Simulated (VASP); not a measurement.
# Zr (Im-3m) in VASP: notebook

Runs on Zr. Level: revPBE. Tasks: single point.

Everything below comes from runs of VASP 6.6.1. Logs are shortened: lines on timing, memory, paths and dates and some standing lists are left out, and cuts for length are marked.

## (1) The cell of the first run

Symmetry: Im-3m, No. 229, cubic system. Conventional cell: a = 3.451 Å, b = 3.451 Å, c = 3.451 Å, α = 90.00°, β = 90.00°, γ = 90.00°. Zr (site symmetry m-3m) has 14 Zr at 2.99 to 3.45 Å within 3.9 Å.

## (2) Single point, revPBE (volume scaled by 0.88)

Input file INCAR:

```
PREC = Accurate
ENCUT = 520
EDIFF = 1E-6
ISMEAR = -1
SIGMA = 0.1
LREAL = F
LASPH = T
NELM = 80
ALGO = Normal
ISIF = 2
LWAVE = F
LCHARG = T
GGA = RE
LELF = T
LVHAR = T
NBANDS = 12
```

Input file KPOINTS:

```
Automatic mesh
0
Gamma
  14 14 14
```

Input file POSCAR:

```
Zr
1.0
   -1.7255051650      1.7255051650      1.7255051650
    1.7255051650     -1.7255051650      1.7255051650
    1.7255051650      1.7255051650     -1.7255051650
Zr
1
Direct
    0.0000000000      0.0000000000      0.0000000000
```

Potentials or basis: VASP PAW PBE potentials, release 64 (Zr_sv).

Started as:

```console
cat potpaw_PBE.64/Zr_sv/POTCAR > POTCAR
mpirun -np 1 vasp_std > vasp.out
```

OUTCAR:

```text
PREC = Accurate
   ENCUT = 520
   EDIFF = 1E-6
   ISMEAR = -1
   LREAL = F
   LASPH = T
   NELM = 80
   ISIF = 2
   GGA = RE

 ion  position               nearest neighbor table
   1  0.000  0.000  0.000-

  LATTYP: Found a body centered cubic cell.
 ALAT       =     3.4510103300

  Lattice vectors:

 A1 = (  -1.7255051650,   1.7255051650,   1.7255051650)
 A2 = (   1.7255051650,  -1.7255051650,   1.7255051650)
 A3 = (   1.7255051650,   1.7255051650,  -1.7255051650)

Analysis of symmetry for initial positions (statically):
=====================================================================
 Subroutine PRICEL returns:
 Original cell was already a primitive cell.

 Routine SETGRP: Setting up the symmetry group for a
 body centered cubic supercell.

 Subroutine GETGRP returns: Found 48 space group operations
 (whereof 48 operations were pure point group operations)
 out of a pool of 48 trial point group operations.

The static configuration has the point symmetry O_h .

Analysis of symmetry for dynamics (positions and initial velocities):
=====================================================================
 Subroutine PRICEL returns:
 Original cell was already a primitive cell.

 Routine SETGRP: Setting up the symmetry group for a
 body centered cubic supercell.

 Subroutine GETGRP returns: Found 48 space group operations
 (whereof 48 operations were pure point group operations)
 out of a pool of 48 trial point group operations.

The dynamic configuration has the point symmetry O_h .

 Subroutine INISYM returns: Found 48 space group operations
 (whereof 48 operations are pure point group operations),
 and found     1 'primitive' translations

----------------------------------------------------------------------------------------

                                     Primitive cell

  volume of cell :      20.5499

  direct lattice vectors                    reciprocal lattice vectors
    -1.725505165  1.725505165  1.725505165     0.000000000  0.289770213  0.289770213
     1.725505165 -1.725505165  1.725505165     0.289770213  0.000000000  0.289770213
     1.725505165  1.725505165 -1.725505165     0.289770213  0.289770213  0.000000000

  length of vectors
     2.988662615  2.988662615  2.988662615     0.409796966  0.409796966  0.409796966

  position of ions in fractional coordinates (direct lattice)
     0.000000000  0.000000000  0.000000000

  ion indices of the primitive-cell ions
   primitive index   ion index
                 1           1

[... 72 lines left out ...]
   LREAL  =      F    real-space projection
   EDIFFG = 0.1E-04   stopping-criterion for IOM
   NSW    =      0    number of steps for IOM
   IBRION =     -1    ionic relax: 0-MD 1-quasi-New 2-CG
   NFREE  =      0    steps in history (QN), initial steepest desc. (CG)
   ISIF   =      2    stress and relaxation
   ISYM   =      2    0-nonsym 1-usesym 2-fastsym
   POTIM  = 0.5000    time-step for ionic-motion
   TEBEG  =    0.0;   TEEND  =   0.0 temperature during run
   PSTRESS=    0.0 pullay stress
   NELECT =      12.0000    total number of electrons
   NUPDOWN=      -1.0000    fix difference up-down
   EMIN   =  10.00;   EMAX   =-10.00  energy-range for DOS
   EFERMI =   0.00;   METHOD = LEGACY
   ISMEAR =    -1;   SIGMA  =   0.10  broadening in eV -4-tet -1-fermi 0-gaus
   EFERMI_NEDOS =   21; number of points for ismear=-14 and -15
   IALGO  =     38    algorithm
   IMIX   =      4    mixing-type and parameters
     AMIX     =   0.40;   BMIX     =  1.00
     AMIX_MAG =   1.60;   BMIX_MAG =  1.00
  volume/ion in A,a.u.               =      20.55       138.68
  Fermi-wavevector in a.u.,A,eV,Ry     =   1.368356  2.585817 25.475510  1.872397
  Thomas-Fermi vector in A             =   2.494327
   LORBIT       =      0    0 simple, 1 ext, 2 COOP (PROOUT), +10 PAW based schemes
   GGA     = RE    functional components
   LHFCALC =     F    Hartree Fock is set to
   AEXX    =    0.0000 exact exchange contribution
   IVDW    =     0    specifies the selected vdW correction
   LEPSILON=     F    determine dielectric tensor
   LRPA    =     F    only Hartree local field effects (RPA)
 non-spin polarized calculation
  energy-cutoff  :      520.00
  volume of cell :       20.55
 maximum number of plane-waves:       586
 NGX is ok and might be reduce to    24
   NGX = 11   NGY = 11   NGZ = 11

 number of electron      12.0000000 magnetization

 Free energy of the ion-electron system (eV)
  ---------------------------------------------------
  ext. energy  EPLUGINS =         0.00000000
  ---------------------------------------------------
  free energy    TOTEN  =        -8.01620053 eV

  energy without entropy =       -7.96688967  energy(sigma->0) =       -7.99154510

 E-fermi :  10.2045     XC(G=0): -11.6059

 val. band max:       10.1996982966   @ k =   0.2143   0.0714   0.0000
 cond. band min:      10.2144018508   @ k =   0.2857   0.2857   0.0714
 fundamental gap:      0.0147035542
 Fermi energy:        10.2045371404

 k-point     1 :       0.0000    0.0000    0.0000
  band No.  band energies     occupation
      1     -38.0738      2.00000
      2     -15.3705      2.00000
      3     -15.3705      2.00000
      4     -15.3705      2.00000
      5       4.6900      2.00000
      6      11.3996      0.00001
      7      11.3996      0.00001
      8      11.3996      0.00001
      9      14.2125      0.00000
     10      14.2125      0.00000
     11      22.9988      0.00000
     12      22.9988      0.00000
[... 331 lines left out ...]
 k-point    24 :       0.3571    0.2857    0.0000
  band No.  band energies     occupation
      1     -37.7932      2.00000
      2     -16.4590      2.00000
      3     -16.2411      2.00000
      4     -15.5472      2.00000
      5       8.6077      2.00000
      6       9.6180      1.99435
      7      10.1610      1.21422
      8      14.4563      0.00000
      9      14.9604      0.00000
     10      20.0221      0.00000
     11      20.4762      0.00000
     12      22.0075      0.00000

 [... further k-points ...]
[... 5 lines left out ...]
  --------------------------------------------------------------------------------------
  -------------------------------------------------------------------------------------
  Total        1.6637616      1.6637616      1.6637616      0.0000000     -0.0000000      0.0000000
  in kB      129.7158053    129.7158053    129.7158053      0.0000000     -0.0000000      0.0000000
  external PRESSURE =     129.7158053 kB  Pullay stress =       0.0000000 kB

 VOLUME and BASIS-vectors are now :
 -----------------------------------------------------------------------------
  energy-cutoff  :      520.00
  volume of cell :       20.55
      direct lattice vectors                 reciprocal lattice vectors
    -1.725505165  1.725505165  1.725505165     0.000000000  0.289770213  0.289770213
     1.725505165 -1.725505165  1.725505165     0.289770213  0.000000000  0.289770213
     1.725505165  1.725505165 -1.725505165     0.289770213  0.289770213  0.000000000

 POSITION                                       TOTAL-FORCE (eV/Angst)
 -----------------------------------------------------------------------------------
      0.00000      0.00000      0.00000         0.000000     -0.000000      0.000000
 -----------------------------------------------------------------------------------
    total drift:                                0.000000      0.000000      0.000000

  FREE ENERGIE OF THE ION-ELECTRON SYSTEM (eV)
  ---------------------------------------------------
  free  energy   TOTEN  =        -8.0162005281 eV

  energy  without entropy=       -7.9668896651  energy(sigma->0) =       -7.99154510
```

Wall time 13 s (1 thread of Intel Xeon Platinum 8259CL at 2.50GHz (Skylake/Cascade Lake), shared host); peak memory 0.15 GiB.

What came out:

```yaml
Free_energy: -8.0162 eV
Pressure: 13.0 GPa
Band_gap_on_the_k_mesh: zero (band 6 reaches 11.40 eV, above the bottom of band 7 at 9.52 eV)
```

Caveat: the PAW data sets were made with another functional, which shifts forces and pressure a little.

## (3) Single point, revPBE (volume scaled by 0.92)

Input file INCAR:

```
SYSTEM = Zr
ALGO = Normal
EDIFF = 1E-6
ENCUT = 520
GGA = RE
ISIF = 2
ISMEAR = -1
LASPH = .TRUE.
LCHARG = .FALSE.
LREAL = .FALSE.
LWAVE = .FALSE.
NBANDS = 12
NELM = 60
PREC = Accurate
SIGMA = 0.1
```

Input file KPOINTS:

```
k-points
0
G
  14 14 14
  0 0 0
```

Input file POSCAR:

```
Zr
1.0
   -1.7512627709      1.7512627709      1.7512627709
    1.7512627709     -1.7512627709      1.7512627709
    1.7512627709      1.7512627709     -1.7512627709
Zr
1
Direct
    0.0000000000      0.0000000000      0.0000000000
```

Potentials or basis: VASP PAW PBE potentials, release 64 (Zr_sv).

Started as:

```console
cat potpaw_PBE.64/Zr_sv/POTCAR > POTCAR
mpirun -np 1 vasp_std > vasp.out
```

OUTCAR:

```text
SYSTEM = Zr
   EDIFF = 1E-6
   ENCUT = 520
   GGA = RE
   ISIF = 2
   ISMEAR = -1
   LASPH = .TRUE.
   LREAL = .FALSE.
   NELM = 60
   PREC = Accurate

 ion  position               nearest neighbor table
   1  0.000  0.000  0.000-

  LATTYP: Found a body centered cubic cell.
 ALAT       =     3.5025255418

  Lattice vectors:

 A1 = (  -1.7512627709,   1.7512627709,   1.7512627709)
 A2 = (   1.7512627709,  -1.7512627709,   1.7512627709)
 A3 = (   1.7512627709,   1.7512627709,  -1.7512627709)

Analysis of symmetry for initial positions (statically):
=====================================================================
 Subroutine PRICEL returns:
 Original cell was already a primitive cell.

 Routine SETGRP: Setting up the symmetry group for a
 body centered cubic supercell.

 Subroutine GETGRP returns: Found 48 space group operations
 (whereof 48 operations were pure point group operations)
 out of a pool of 48 trial point group operations.

The static configuration has the point symmetry O_h .

Analysis of symmetry for dynamics (positions and initial velocities):
=====================================================================
 Subroutine PRICEL returns:
 Original cell was already a primitive cell.

 Routine SETGRP: Setting up the symmetry group for a
 body centered cubic supercell.

 Subroutine GETGRP returns: Found 48 space group operations
 (whereof 48 operations were pure point group operations)
 out of a pool of 48 trial point group operations.

The dynamic configuration has the point symmetry O_h .

 Subroutine INISYM returns: Found 48 space group operations
 (whereof 48 operations are pure point group operations),
 and found     1 'primitive' translations

----------------------------------------------------------------------------------------

                                     Primitive cell

  volume of cell :      21.4839

  direct lattice vectors                    reciprocal lattice vectors
    -1.751262771  1.751262771  1.751262771     0.000000000  0.285508268  0.285508268
     1.751262771 -1.751262771  1.751262771     0.285508268  0.000000000  0.285508268
     1.751262771  1.751262771 -1.751262771     0.285508268  0.285508268  0.000000000

  length of vectors
     3.033276097  3.033276097  3.033276097     0.403769664  0.403769664  0.403769664

  position of ions in fractional coordinates (direct lattice)
     0.000000000  0.000000000  0.000000000

  ion indices of the primitive-cell ions
   primitive index   ion index
                 1           1

----------------------------------------------------------------------------------------

 KPOINTS: k-points

Automatic generation of k-mesh.
 Grid dimensions read from file:
 generate k-points for:   14   14   14

 Generating k-lattice:

  Cartesian coordinates                     Fractional coordinates (reciprocal lattice)
     0.000000000  0.020393448  0.020393448     0.071428571  0.000000000  0.000000000
     0.020393448  0.000000000  0.020393448     0.000000000  0.071428571  0.000000000
     0.020393448  0.020393448  0.000000000     0.000000000  0.000000000  0.071428571

  Length of vectors
     0.028840690  0.028840690  0.028840690

  Shift w.r.t. Gamma in fractional coordinates (k-lattice)
     0.000000000  0.000000000  0.000000000

 Subroutine IBZKPT returns following result:
 ===========================================

 Found    104 irreducible k-points:

 Following reciprocal coordinates:
            Coordinates               Weight
  0.000000  0.000000  0.000000      1.000000
  0.071429  0.000000  0.000000     12.000000
  0.142857  0.000000  0.000000     12.000000
  0.214286  0.000000  0.000000     12.000000
  0.285714  0.000000  0.000000     12.000000
  0.357143  0.000000  0.000000     12.000000
[... 16 lines left out ...]
  0.285714  0.285714  0.000000     24.000000
  0.357143  0.285714  0.000000     24.000000
 [... further k-points ...]
   k-points           NKPTS =    104   k-points in BZ     NKDIM =    104   number of bands    NBANDS=     12
   number of dos      NEDOS =    301   number of ions     NIONS =      1
   total plane-waves  NPLWV =  13824
   dimension x,y,z NGX =    24 NGY =   24 NGZ =   24
   dimension x,y,z NGXF=    48 NGYF=   48 NGZF=   48
   ions per type =               1
   NGX,Y,Z   is equivalent  to a cutoff of  13.15, 13.15, 13.15 a.u.
   NGXF,Y,Z  is equivalent  to a cutoff of  26.31, 26.31, 26.31 a.u.
 SYSTEM =  Zr
   PREC   = accura    normal or accurate (medium, high low for compatibility)
   ISTART =      0    job   : 0-new  1-cont  2-samecut
   ICHARG =      2    charge: 1-file 2-atom 10-const
   ISPIN  =      1    spin polarized calculation?
   LNONCOLLINEAR =      F non collinear calculations
   LSORBIT =      F    spin-orbit coupling
   LASPH  =      T    aspherical Exc in radial PAW
   ENCUT  =  520.0 eV  38.22 Ry    6.18 a.u.   5.64  5.64  5.64*2*pi/ulx,y,z
   NELM   =     60;   NELMIN=  2; NELMDL= -5     # of ELM steps
   EDIFF  = 0.1E-05   stopping-criterion for ELM
   LREAL  =      F    real-space projection
   EDIFFG = 0.1E-04   stopping-criterion for IOM
   NSW    =      0    number of steps for IOM
   IBRION =     -1    ionic relax: 0-MD 1-quasi-New 2-CG
   NFREE  =      0    steps in history (QN), initial steepest desc. (CG)
   ISIF   =      2    stress and relaxation
   ISYM   =      2    0-nonsym 1-usesym 2-fastsym
   POTIM  = 0.5000    time-step for ionic-motion
   TEBEG  =    0.0;   TEEND  =   0.0 temperature during run
   PSTRESS=    0.0 pullay stress
   NELECT =      12.0000    total number of electrons
   NUPDOWN=      -1.0000    fix difference up-down
   EMIN   =  10.00;   EMAX   =-10.00  energy-range for DOS
   EFERMI =   0.00;   METHOD = LEGACY
   ISMEAR =    -1;   SIGMA  =   0.10  broadening in eV -4-tet -1-fermi 0-gaus
   EFERMI_NEDOS =   21; number of points for ismear=-14 and -15
   IALGO  =     38    algorithm
   IMIX   =      4    mixing-type and parameters
     AMIX     =   0.40;   BMIX     =  1.00
     AMIX_MAG =   1.60;   BMIX_MAG =  1.00
  volume/ion in A,a.u.               =      21.48       144.98
  Fermi-wavevector in a.u.,A,eV,Ry     =   1.348230  2.547785 24.731632  1.817724
  Thomas-Fermi vector in A             =   2.475916
   LORBIT       =      0    0 simple, 1 ext, 2 COOP (PROOUT), +10 PAW based schemes
   GGA     = RE    functional components
   LHFCALC =     F    Hartree Fock is set to
   AEXX    =    0.0000 exact exchange contribution
   IVDW    =     0    specifies the selected vdW correction
   LEPSILON=     F    determine dielectric tensor
   LRPA    =     F    only Hartree local field effects (RPA)
 non-spin polarized calculation
  energy-cutoff  :      520.00
  volume of cell :       21.48
 maximum number of plane-waves:       603
   NGX = 11   NGY = 11   NGZ = 11

 number of electron      12.0000000 magnetization

 Free energy of the ion-electron system (eV)
  ---------------------------------------------------
  ext. energy  EPLUGINS =         0.00000000
  ---------------------------------------------------
  free energy    TOTEN  =        -8.07698508 eV

  energy without entropy =       -8.02271321  energy(sigma->0) =       -8.04984915

 E-fermi :   9.6790     XC(G=0): -11.3950

 val. band max:        9.6644106376   @ k =   0.2143   0.0714   0.0714
 cond. band min:       9.6871147904   @ k =   0.2143   0.2143   0.0000
 fundamental gap:      0.0227041528
 Fermi energy:         9.6790179317

 k-point     1 :       0.0000    0.0000    0.0000
  band No.  band energies     occupation
      1     -38.6741      2.00000
      2     -16.0598      2.00000
      3     -16.0598      2.00000
      4     -16.0598      2.00000
      5       4.2069      2.00000
      6      10.8546      0.00002
      7      10.8546      0.00002
      8      10.8546      0.00002
      9      13.5396      0.00000
     10      13.5396      0.00000
     11      22.3251      0.00000
     12      22.3251      0.00000

 k-point     2 :       0.0714    0.0000    0.0000
  band No.  band energies     occupation
      1     -38.6639      2.00000
      2     -16.1262      2.00000
      3     -16.0796      2.00000
      4     -16.0603      2.00000
      5       4.3973      2.00000
      6      10.7244      0.00006
      7      10.8104      0.00002
      8      11.0402      0.00000
      9      13.3346      0.00000
     10      13.5362      0.00000
     11      22.4981      0.00000
     12      22.6679      0.00000
[... 316 lines left out ...]
 k-point    24 :       0.3571    0.2857    0.0000
  band No.  band energies     occupation
      1     -38.4393      2.00000
      2     -17.0085      2.00000
      3     -16.8182      2.00000
      4     -16.2135      2.00000
      5       8.1661      2.00000
      6       9.1034      1.99369
      7       9.5876      1.42784
      8      13.7527      0.00000
      9      14.2204      0.00000
     10      19.0121      0.00000
     11      19.4507      0.00000
     12      20.9499      0.00000

 [... further k-points ...]
[... 5 lines left out ...]
  --------------------------------------------------------------------------------------
  -------------------------------------------------------------------------------------
  Total        1.0540666      1.0540666      1.0540666     -0.0000000     -0.0000000      0.0000000
  in kB       78.6076294     78.6076294     78.6076294     -0.0000000     -0.0000000      0.0000000
  external PRESSURE =      78.6076294 kB  Pullay stress =       0.0000000 kB

 VOLUME and BASIS-vectors are now :
 -----------------------------------------------------------------------------
  energy-cutoff  :      520.00
  volume of cell :       21.48
      direct lattice vectors                 reciprocal lattice vectors
    -1.751262771  1.751262771  1.751262771     0.000000000  0.285508268  0.285508268
     1.751262771 -1.751262771  1.751262771     0.285508268  0.000000000  0.285508268
     1.751262771  1.751262771 -1.751262771     0.285508268  0.285508268  0.000000000

 POSITION                                       TOTAL-FORCE (eV/Angst)
 -----------------------------------------------------------------------------------
      0.00000      0.00000      0.00000         0.000000      0.000000      0.000000
 -----------------------------------------------------------------------------------
    total drift:                               -0.000000      0.000000      0.000000

  FREE ENERGIE OF THE ION-ELECTRON SYSTEM (eV)
  ---------------------------------------------------
  free  energy   TOTEN  =        -8.0769850811 eV

  energy  without entropy=       -8.0227132111  energy(sigma->0) =       -8.04984915
```

OSZICAR:

```text
N       E                     dE             d eps       ncg     rms          rms(c)
DAV:   1     0.878028924374E+02    0.87803E+02   -0.70600E+03  2504   0.101E+03
DAV:   2    -0.532748585560E+01   -0.93130E+02   -0.90610E+02  2896   0.271E+02
DAV:   3    -0.828043032740E+01   -0.29529E+01   -0.29113E+01  3632   0.409E+01
DAV:   4    -0.834010567265E+01   -0.59675E-01   -0.59637E-01  2920   0.578E+00
DAV:   5    -0.834162564925E+01   -0.15200E-02   -0.15199E-02  3552   0.658E-01    0.116E+01
DAV:   6    -0.811097761592E+01    0.23065E+00   -0.32221E-01  2740   0.539E+00    0.484E+00
DAV:   7    -0.807316202789E+01    0.37816E-01   -0.17476E-01  3080   0.383E+00    0.676E-01
DAV:   8    -0.807698675160E+01   -0.38247E-02   -0.11233E-02  2924   0.124E+00    0.683E-02
DAV:   9    -0.807699221782E+01   -0.54662E-05   -0.40683E-04  3312   0.159E-01    0.281E-02
DAV:  10    -0.807699047944E+01    0.17384E-05   -0.12541E-05  2888   0.365E-02    0.113E-02
DAV:  11    -0.807698536802E+01    0.51114E-05   -0.38709E-06  3344   0.172E-02    0.405E-03
DAV:  12    -0.807698508108E+01    0.28694E-06   -0.41245E-08  1468   0.232E-03
   1 F= -.80769851E+01 E0= -.80498491E+01  d E =-.542719E-01
```

Run time: 14 s. Hardware: 1 thread of Intel Xeon Platinum 8259CL at 2.50GHz (Skylake/Cascade Lake), shared host; peak memory 0.15 GiB.

Results:

| Quantity | Value |
| --- | --- |
| Free energy | -8.0770 eV |
| Pressure | 7.9 GPa |
| Band gap on the k mesh | zero (band 6 reaches 10.85 eV, above the bottom of band 7 at 9.01 eV) |

Caveat: the PAW data sets were made with another functional, which shifts forces and pressure a little.
